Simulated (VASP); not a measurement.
# Cs4Br (Pm-3m) in VASP: notebook

Runs on Cs4Br. Level: PBE. Tasks: single point.

All numbers are computed with VASP 6.6.1; they aren't measurements. Logs are shortened: lines on timing, memory, paths and dates and some standing lists are left out, and cuts for length are marked.

## (1) The cell of the first run

Symmetry: Pm-3m, No. 221, cubic system. Conventional cell: a = 7.558 Å, b = 7.558 Å, c = 7.558 Å, α = 90.00°, β = 90.00°, γ = 90.00°. Within 5.0 Å of Cs (site symmetry 4/mmm) lie 2 Br at 3.78 Å. Within 5.0 Å of Br (site symmetry m-3m) lie 6 Cs at 3.78 Å.

## (2) Single point, PBE

INCAR reads:

```
ALGO     = Normal         # electronic algorithm
EDIFF    = 1E-7           # SCF threshold, eV
ENCUT    = 520            # plane-wave cutoff, eV
GGA      = PE             # functional
ISIF     = 2              # what is computed and relaxed
ISMEAR   = 0              # smearing method
LASPH    = True           # aspherical terms in the spheres
LCHARG   = False          # write CHGCAR
LREAL    = False          # projectors in reciprocal space
LWAVE    = False          # write WAVECAR
NBANDS   = 30             # bands
NELM     = 100            # most SCF steps
PREC     = Accurate       # precision mode
SIGMA    = 0.1            # smearing width, eV
```

KPOINTS reads:

```
k-points
0
Gamma
  6 6 6
```

POSCAR reads:

```
Cs4Br
1.0
    7.5581467883      0.0000000000      0.0000000000
    0.0000000000      7.5581467883      0.0000000000
    0.0000000000      0.0000000000      7.5581467883
Cs Br
4 1
Direct
    0.5000000000      0.0000000000      0.0000000000
    0.0000000000      0.5000000000      0.0000000000
    0.0000000000      0.0000000000      0.5000000000
    0.5000000000      0.5000000000      0.5000000000
    0.0000000000      0.0000000000      0.0000000000
```

Potentials or basis: VASP PAW PBE potentials, release 64 (Cs_sv, Br).

Launch:

```sh
$ cat potpaw_PBE.64/Cs_sv/POTCAR potpaw_PBE.64/Br/POTCAR > POTCAR
$ mpirun -np 1 vasp_std > vasp.out
```

OUTCAR:

```text
EDIFF = 1E-7
   ENCUT = 520
   GGA = PE
   ISIF = 2
   ISMEAR = 0
   LASPH = True
   LREAL = False
   NELM = 100
   PREC = Accurate

 ion  position               nearest neighbor table
   1  0.500  0.000  0.000-
   2  0.000  0.500  0.000-
   3  0.000  0.000  0.500-
   4  0.500  0.500  0.500-
   5  0.000  0.000  0.000-

  LATTYP: Found a simple cubic cell.
 ALAT       =     7.5581467883

  Lattice vectors:

 A1 = (   7.5581467883,   0.0000000000,   0.0000000000)
 A2 = (   0.0000000000,   7.5581467883,   0.0000000000)
 A3 = (   0.0000000000,   0.0000000000,   7.5581467883)

Analysis of symmetry for initial positions (statically):
=====================================================================
 Subroutine PRICEL returns:
 Original cell was already a primitive cell.

 Routine SETGRP: Setting up the symmetry group for a
 simple cubic supercell.

 Subroutine GETGRP returns: Found 48 space group operations
 (whereof 48 operations were pure point group operations)
 out of a pool of 48 trial point group operations.

The static configuration has the point symmetry O_h .

Analysis of symmetry for dynamics (positions and initial velocities):
=====================================================================
 Subroutine PRICEL returns:
 Original cell was already a primitive cell.

 Routine SETGRP: Setting up the symmetry group for a
 simple cubic supercell.

 Subroutine GETGRP returns: Found 48 space group operations
 (whereof 48 operations were pure point group operations)
 out of a pool of 48 trial point group operations.

The dynamic configuration has the point symmetry O_h .

 Subroutine INISYM returns: Found 48 space group operations
 (whereof 48 operations are pure point group operations),
 and found     1 'primitive' translations

----------------------------------------------------------------------------------------

                                     Primitive cell

  volume of cell :     431.7635

  direct lattice vectors                    reciprocal lattice vectors
     7.558146788  0.000000000  0.000000000     0.132307565  0.000000000  0.000000000
     0.000000000  7.558146788  0.000000000     0.000000000  0.132307565  0.000000000
     0.000000000  0.000000000  7.558146788     0.000000000  0.000000000  0.132307565

  length of vectors
     7.558146788  7.558146788  7.558146788     0.132307565  0.132307565  0.132307565

  position of ions in fractional coordinates (direct lattice)
     0.500000000  0.000000000  0.000000000
     0.000000000  0.500000000  0.000000000
     0.000000000  0.000000000  0.500000000
     0.500000000  0.500000000  0.500000000
     0.000000000  0.000000000  0.000000000

  ion indices of the primitive-cell ions
   primitive index   ion index
                 1           1
                 2           2
                 3           3
                 4           4
                 5           5

----------------------------------------------------------------------------------------

 KPOINTS: k-points

Automatic generation of k-mesh.
 Grid dimensions read from file:
 generate k-points for:    6    6    6

 Generating k-lattice:

  Cartesian coordinates                     Fractional coordinates (reciprocal lattice)
     0.022051261  0.000000000  0.000000000     0.166666667  0.000000000  0.000000000
     0.000000000  0.022051261  0.000000000     0.000000000  0.166666667  0.000000000
     0.000000000  0.000000000  0.022051261     0.000000000  0.000000000  0.166666667

  Length of vectors
     0.022051261  0.022051261  0.022051261

  Shift w.r.t. Gamma in fractional coordinates (k-lattice)
     0.000000000  0.000000000  0.000000000

 Subroutine IBZKPT returns following result:
 ===========================================

 Found     20 irreducible k-points:

 Following reciprocal coordinates:
            Coordinates               Weight
  0.000000  0.000000  0.000000      1.000000
  0.166667  0.000000  0.000000      6.000000
  0.333333  0.000000  0.000000      6.000000
  0.500000  0.000000  0.000000      3.000000
  0.166667  0.166667  0.000000     12.000000
  0.333333  0.166667  0.000000     24.000000
[... 12 lines left out ...]
  0.500000  0.500000  0.333333      6.000000
  0.500000  0.500000  0.500000      1.000000
   k-points           NKPTS =     20   k-points in BZ     NKDIM =     20   number of bands    NBANDS=     30
   number of dos      NEDOS =    301   number of ions     NIONS =      5
   total plane-waves  NPLWV = 175616
   dimension x,y,z NGX =    56 NGY =   56 NGZ =   56
   dimension x,y,z NGXF=   112 NGYF=  112 NGZF=  112
   ions per type =               4   1
   NGX,Y,Z   is equivalent  to a cutoff of  12.32, 12.32, 12.32 a.u.
   NGXF,Y,Z  is equivalent  to a cutoff of  24.64, 24.64, 24.64 a.u.
 SYSTEM =  unknown system
   PREC   = accura    normal or accurate (medium, high low for compatibility)
   ISTART =      0    job   : 0-new  1-cont  2-samecut
   ICHARG =      2    charge: 1-file 2-atom 10-const
   ISPIN  =      1    spin polarized calculation?
   LNONCOLLINEAR =      F non collinear calculations
   LSORBIT =      F    spin-orbit coupling
   LASPH  =      T    aspherical Exc in radial PAW
   ENCUT  =  520.0 eV  38.22 Ry    6.18 a.u.  14.05 14.05 14.05*2*pi/ulx,y,z
   NELM   =    100;   NELMIN=  2; NELMDL= -5     # of ELM steps
   EDIFF  = 0.1E-06   stopping-criterion for ELM
   LREAL  =      F    real-space projection
   EDIFFG = 0.1E-05   stopping-criterion for IOM
   NSW    =      0    number of steps for IOM
   IBRION =     -1    ionic relax: 0-MD 1-quasi-New 2-CG
   NFREE  =      0    steps in history (QN), initial steepest desc. (CG)
   ISIF   =      2    stress and relaxation
   ISYM   =      2    0-nonsym 1-usesym 2-fastsym
   POTIM  = 0.5000    time-step for ionic-motion
   TEBEG  =    0.0;   TEEND  =   0.0 temperature during run
   PSTRESS=    0.0 pullay stress
   NELECT =      43.0000    total number of electrons
   NUPDOWN=      -1.0000    fix difference up-down
   EMIN   =  10.00;   EMAX   =-10.00  energy-range for DOS
   EFERMI =   0.00;   METHOD = LEGACY
   ISMEAR =     0;   SIGMA  =   0.10  broadening in eV -4-tet -1-fermi 0-gaus
   EFERMI_NEDOS =   21; number of points for ismear=-14 and -15
   IALGO  =     38    algorithm
   IMIX   =      4    mixing-type and parameters
     AMIX     =   0.40;   BMIX     =  1.00
     AMIX_MAG =   1.60;   BMIX_MAG =  1.00
  volume/ion in A,a.u.               =      86.35       582.74
  Fermi-wavevector in a.u.,A,eV,Ry     =   0.758838  1.433996  7.834710  0.575835
  Thomas-Fermi vector in A             =   1.857498
   LORBIT       =      0    0 simple, 1 ext, 2 COOP (PROOUT), +10 PAW based schemes
   GGA     = PE    functional components
   LHFCALC =     F    Hartree Fock is set to
   AEXX    =    0.0000 exact exchange contribution
   IVDW    =     0    specifies the selected vdW correction
   LEPSILON=     F    determine dielectric tensor
   LRPA    =     F    only Hartree local field effects (RPA)
 non-spin polarized calculation
 Gauss-broadening in eV      SIGMA  =   0.10
  energy-cutoff  :      520.00
  volume of cell :      431.76
 maximum number of plane-waves:     11656
   NGX = 29   NGY = 29   NGZ = 29

 number of electron      43.0000015 magnetization

 Free energy of the ion-electron system (eV)
  ---------------------------------------------------
  ext. energy  EPLUGINS =         0.00000000
  ---------------------------------------------------
  free energy    TOTEN  =        -8.42012972 eV

  energy without entropy =       -8.40367658  energy(sigma->0) =       -8.41190315

 E-fermi :   1.0590     XC(G=0):  -5.8476

 val. band max:        1.0477583481   @ k =   0.3333   0.1667   0.1667
 cond. band min:       1.1251612787   @ k =   0.5000   0.5000   0.0000
 fundamental gap:      0.0774029306
 Fermi energy:         1.0590496271

 k-point     1 :       0.0000    0.0000    0.0000
  band No.  band energies     occupation
      1     -22.7996      2.00000
      2     -22.7767      2.00000
      3     -22.7685      2.00000
      4     -22.7685      2.00000
      5     -14.8908      2.00000
      6      -9.6955      2.00000
[... 22 lines left out ...]
     29       2.9132      0.00000
     30       2.9269      0.00000

 k-point     2 :       0.1667    0.0000    0.0000
  band No.  band energies     occupation
      1     -22.7994      2.00000
      2     -22.7763      2.00000
      3     -22.7690      2.00000
      4     -22.7685      2.00000
      5     -14.8930      2.00000
      6      -9.6889      2.00000
[... 22 lines left out ...]
     29       2.8549      0.00000
     30       3.2711      0.00000

 k-point     3 :       0.3333    0.0000    0.0000
  band No.  band energies     occupation
      1     -22.7990      2.00000
      2     -22.7753      2.00000
      3     -22.7702      2.00000
      4     -22.7685      2.00000
      5     -14.8974      2.00000
      6      -9.6709      2.00000
[... 22 lines left out ...]
     29       2.7252      0.00000
     30       2.9024      0.00000

 k-point     4 :       0.5000    0.0000    0.0000
  band No.  band energies     occupation
      1     -22.7988      2.00000
      2     -22.7746      2.00000
      3     -22.7711      2.00000
      4     -22.7685      2.00000
      5     -14.8996      2.00000
      6      -9.6513      2.00000
[... 484 lines left out ...]
     29       3.1768      0.00000
     30       3.3044      0.00000

 k-point    19 :       0.5000    0.5000    0.3333
  band No.  band energies     occupation
      1     -22.7985      2.00000
      2     -22.7714      2.00000
      3     -22.7713      2.00000
      4     -22.7713      2.00000
      5     -14.9151      2.00000
      6      -9.7000      2.00000
[... 22 lines left out ...]
     29       3.2853      0.00000
     30       3.2860      0.00000

 k-point    20 :       0.5000    0.5000    0.5000
  band No.  band energies     occupation
      1     -22.7985      2.00000
      2     -22.7713      2.00000
      3     -22.7713      2.00000
      4     -22.7713      2.00000
      5     -14.9173      2.00000
      6      -9.7083      2.00000
[... 22 lines left out ...]
     29       3.3059      0.00000
     30       3.3851      0.00000

------------------------ aborting loop because EDIFF is reached ----------------------------------------

  FORCE on cell =-STRESS in cart. coord.  units (eV):
  Direction    XX          YY          ZZ          XY          YZ          ZX
  --------------------------------------------------------------------------------------
  -------------------------------------------------------------------------------------
  Total        0.0008595      0.0008595      0.0008595      0.0000000     -0.0000000      0.0000000
  in kB        0.0031894      0.0031894      0.0031894      0.0000000     -0.0000000      0.0000000
  external PRESSURE =       0.0031894 kB  Pullay stress =       0.0000000 kB

 VOLUME and BASIS-vectors are now :
 -----------------------------------------------------------------------------
  energy-cutoff  :      520.00
  volume of cell :      431.76
      direct lattice vectors                 reciprocal lattice vectors
     7.558146788  0.000000000  0.000000000     0.132307565  0.000000000  0.000000000
     0.000000000  7.558146788  0.000000000     0.000000000  0.132307565  0.000000000
     0.000000000  0.000000000  7.558146788     0.000000000  0.000000000  0.132307565

 POSITION                                       TOTAL-FORCE (eV/Angst)
 -----------------------------------------------------------------------------------
      3.77907      0.00000      0.00000         0.000000      0.000000      0.000000
      0.00000      3.77907      0.00000         0.000000      0.000000      0.000000
      0.00000      0.00000      3.77907         0.000000      0.000000      0.000000
      3.77907      3.77907      3.77907         0.000000      0.000000      0.000000
      0.00000      0.00000      0.00000         0.000000      0.000000      0.000000
 -----------------------------------------------------------------------------------
    total drift:                               -0.000000     -0.000000      0.000000

  FREE ENERGIE OF THE ION-ELECTRON SYSTEM (eV)
  ---------------------------------------------------
  free  energy   TOTEN  =        -8.4201297246 eV

  energy  without entropy=       -8.4036765781  energy(sigma->0) =       -8.41190315
```

Wall time 2.5 min (1 thread of AMD EPYC 9R45 (Zen 5), shared host); peak memory 0.49 GiB.

Results:

| Item | Value |
| --- | --- |
| Free energy | -8.4201 eV |
| Pressure | 0.0 GPa |

Caveat: spin-orbit coupling is left out, which moves the levels of the heavy elements; an odd number of electrons without spin polarisation forces a metal; a magnetic or distorted state may lie lower.

## (3) Single point, PBE

This run uses another cell than the first one, of 33.98 Å³/atom, 0.394 times its volume.

INCAR reads:

```
PREC = Accurate ; ENCUT = 520
EDIFF = 1E-6 ; ISMEAR = 0
SIGMA = 0.1 ; LREAL = F
LASPH = T ; NELM = 100
ALGO = Normal ; ISIF = 2
LWAVE = F ; LCHARG = F
GGA = PE ; NBANDS = 30
```

KPOINTS reads:

```
regular mesh
0
Gamma
  4 4 4
```

POSCAR: that of step 2 with these lines changed.

```diff
@@ -2,5 +2,5 @@
 1.0
-    7.5581467883      0.0000000000      0.0000000000
-    0.0000000000      7.5581467883      0.0000000000
-    0.0000000000      0.0000000000      7.5581467883
+    5.5388410200      0.0000000000      0.0000000000
+    0.0000000000      5.5388410200      0.0000000000
+    0.0000000000      0.0000000000      5.5388410200
 Cs Br
```

Potentials or basis: VASP PAW PBE potentials, release 64 (Cs_sv, Br).

Launch:

```sh
$ cat potpaw_PBE.64/Cs_sv/POTCAR potpaw_PBE.64/Br/POTCAR > POTCAR
$ mpirun -np 1 vasp_std > vasp.out
```

OUTCAR:

```text
PREC = Accurate
   ENCUT = 520
   EDIFF = 1E-6
   ISMEAR = 0
   LREAL = F
   LASPH = T
   NELM = 100
   ISIF = 2
   GGA = PE

 ion  position               nearest neighbor table
   1  0.500  0.000  0.000-   5 2.77   5 2.77
   2  0.000  0.500  0.000-   5 2.77   5 2.77
   3  0.000  0.000  0.500-   5 2.77   5 2.77
   4  0.500  0.500  0.500-
   5  0.000  0.000  0.000-   1 2.77   2 2.77   3 2.77   3 2.77   2 2.77   1 2.77

  LATTYP: Found a simple cubic cell.
 ALAT       =     5.5388410200

  Lattice vectors:

 A1 = (   5.5388410200,   0.0000000000,   0.0000000000)
 A2 = (   0.0000000000,   5.5388410200,   0.0000000000)
 A3 = (   0.0000000000,   0.0000000000,   5.5388410200)

Analysis of symmetry for initial positions (statically):
=====================================================================
 Subroutine PRICEL returns:
 Original cell was already a primitive cell.

 Routine SETGRP: Setting up the symmetry group for a
 simple cubic supercell.

 Subroutine GETGRP returns: Found 48 space group operations
[... 156 lines left out ...]

 E-fermi :   5.4416     XC(G=0):  -9.2539

 val. band max:        5.4083227310   @ k =   0.5000   0.0000   0.0000
 cond. band min:       5.4855231923   @ k =   0.2500   0.0000   0.0000
 fundamental gap:      0.0772004613
 Fermi energy:         5.4415953542

 k-point     1 :       0.0000    0.0000    0.0000
  band No.  band energies     occupation
      1     -18.7379      2.00000
      2     -18.3213      2.00000
      3     -17.9103      2.00000
      4     -17.9103      2.00000
      5     -12.0073      2.00000
      6      -7.0483      2.00000
[... 319 lines left out ...]
     29       7.9843      0.00000
     30       9.2899      0.00000

------------------------ aborting loop because EDIFF is reached ----------------------------------------

  FORCE on cell =-STRESS in cart. coord.  units (eV):
  Direction    XX          YY          ZZ          XY          YZ          ZX
  --------------------------------------------------------------------------------------
  -------------------------------------------------------------------------------------
  Total       24.8708889     24.8708889     24.8708889     -0.0000000     -0.0000000      0.0000000
  in kB      234.5012651    234.5012651    234.5012651     -0.0000000     -0.0000000      0.0000000
  external PRESSURE =     234.5012651 kB  Pullay stress =       0.0000000 kB

 VOLUME and BASIS-vectors are now :
 -----------------------------------------------------------------------------
  energy-cutoff  :      520.00
  volume of cell :      169.92
      direct lattice vectors                 reciprocal lattice vectors
     5.538841020  0.000000000  0.000000000     0.180543185  0.000000000  0.000000000
     0.000000000  5.538841020  0.000000000     0.000000000  0.180543185  0.000000000
     0.000000000  0.000000000  5.538841020     0.000000000  0.000000000  0.180543185

 POSITION                                       TOTAL-FORCE (eV/Angst)
 -----------------------------------------------------------------------------------
      2.76942      0.00000      0.00000         0.000000      0.000000      0.000000
      0.00000      2.76942      0.00000         0.000000      0.000000      0.000000
      0.00000      0.00000      2.76942         0.000000      0.000000      0.000000
      2.76942      2.76942      2.76942         0.000000      0.000000      0.000000
      0.00000      0.00000      0.00000         0.000000      0.000000      0.000000
 -----------------------------------------------------------------------------------
    total drift:                                0.000000      0.000000     -0.000000

  FREE ENERGIE OF THE ION-ELECTRON SYSTEM (eV)
  ---------------------------------------------------
  free  energy   TOTEN  =         0.2438603881 eV

  energy  without entropy=        0.2787580644  energy(sigma->0) =        0.26130923
```

OSZICAR:

```text
N       E                     dE             d eps       ncg     rms          rms(c)
DAV:   1     0.305976443982E+03    0.30598E+03   -0.17907E+04   600   0.121E+03
DAV:   2     0.249748340864E+02   -0.28100E+03   -0.27061E+03   774   0.216E+02
DAV:   3    -0.312370962948E+00   -0.25287E+02   -0.25066E+02   736   0.689E+01
DAV:   4    -0.669143737824E+00   -0.35677E+00   -0.35493E+00   748   0.888E+00
DAV:   5    -0.675134315683E+00   -0.59906E-02   -0.59882E-02   736   0.910E-01    0.113E+01
DAV:   6     0.168824073247E+00    0.84396E+00   -0.15066E+00   694   0.527E+00    0.572E+00
DAV:   7     0.244850756618E+00    0.76027E-01   -0.10908E+00   702   0.396E+00    0.111E+00
DAV:   8     0.242730165605E+00   -0.21206E-02   -0.16486E-01   686   0.174E+00    0.443E-01
DAV:   9     0.243891926800E+00    0.11618E-02   -0.84816E-03   696   0.465E-01    0.190E-01
DAV:  10     0.243921523882E+00    0.29597E-04   -0.24904E-03   706   0.191E-01    0.470E-02
DAV:  11     0.243859325644E+00   -0.62198E-04   -0.20592E-04   724   0.689E-02    0.298E-02
DAV:  12     0.243860449685E+00    0.11240E-05   -0.15965E-05   732   0.193E-02    0.121E-02
DAV:  13     0.243860388117E+00   -0.61568E-07   -0.60451E-06   636   0.114E-02
   1 F= 0.24386039E+00 E0= 0.26130923E+00  d E =-.348977E-01
```

stdout:

```text
POSCAR found type information on POSCAR CsBr
 POSCAR found :  2 types and       5 ions
 scaLAPACK will be used
 LDA part: xc-table for (Slater+PW92), standard interpolation
 POSCAR, INCAR and KPOINTS ok, starting setup
 FFT: planning ... GRIDC
 FFT: planning ... GRID_SOFT
 FFT: planning ... GRID
 WAVECAR not read
 entering main loop
```

Wall time 26 s (1 thread of Intel Xeon 6975P-C (Granite Rapids), shared host); peak memory 0.25 GiB.

Results:

* Free energy: 0.2439 eV
* Pressure: 23.5 GPa

Caveat: spin-orbit coupling is left out, which moves the levels of the heavy elements; an odd number of electrons without spin polarisation forces a metal; a magnetic or distorted state may lie lower.
